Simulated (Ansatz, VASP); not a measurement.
# One calculation of Nb, two programs

INCAR

```
SYSTEM = Nb
PREC = Accurate
ENCUT = 500
EDIFF = 1E-6
ISMEAR = 0
SIGMA = 0.022
LREAL = .False.
LASPH = .True.
NELM = 120
ALGO = Normal
ISIF = 2
LWAVE = .False.
LCHARG = .True.
GGA = PE
LELF = .True.
LVHAR = .True.
NBANDS = 12
GGA_COMPAT = .False.
```

The input KPOINTS:

```
Automatic mesh
0
Gamma
  11 11 11
  0 0 0
```

The input POSCAR:

```
Nb
1.0
   -1.6639500000      1.6639500000      1.6639500000
    1.6639500000     -1.6639500000      1.6639500000
    1.6639500000      1.6639500000     -1.6639500000
Nb
1
Direct
    0.0000000000      0.0000000000      0.0000000000
```

The input input.yaml:

```yaml
crystal:
  lattice:
    - [-1.66395, 1.66395, 1.66395]
    - [1.66395, -1.66395, 1.66395]
    - [1.66395, 1.66395, -1.66395]
  atoms:
    - { symbol: Nb, position: [0.0, 0.0, 0.0] }
kpoints:
  mp_grid: { grid: [11, 11, 11] }
scf:
  occupations: { method: gaussian, width: 0.022 }
hamiltonian:
  xc: pbe
  pseudopotentials: { kind: all_electron, lapw: { basis_error: 0.001 } }
output:
  forces: true
  stress: true
  eigenvalues: true
```

Alike in both runs: task single point; functional PBE; k mesh 11 × 11 × 11; occupations gaussian, width 0.022 eV; no spin polarisation.

|  | VASP | Ansatz |
| --- | --- | --- |
| version | VASP 6.6.1 | Ansatz 0.2.0 |
| potentials or method | VASP PAW PBE potentials, release 64 (Nb_sv), cutoff 500 eV | all-electron LAPW, scalar-relativistic |

```csv
,VASP,Ansatz,Ansatz less VASP
gap on the k mesh at the Fermi level (eV),none,none,-
pressure (GPa),-2.1,-1.7,+0.38
```

A gap of «none» marks a metal or a gap that the smearing closes. Ansatz ran all-electron here, and VASP with PAW potentials.
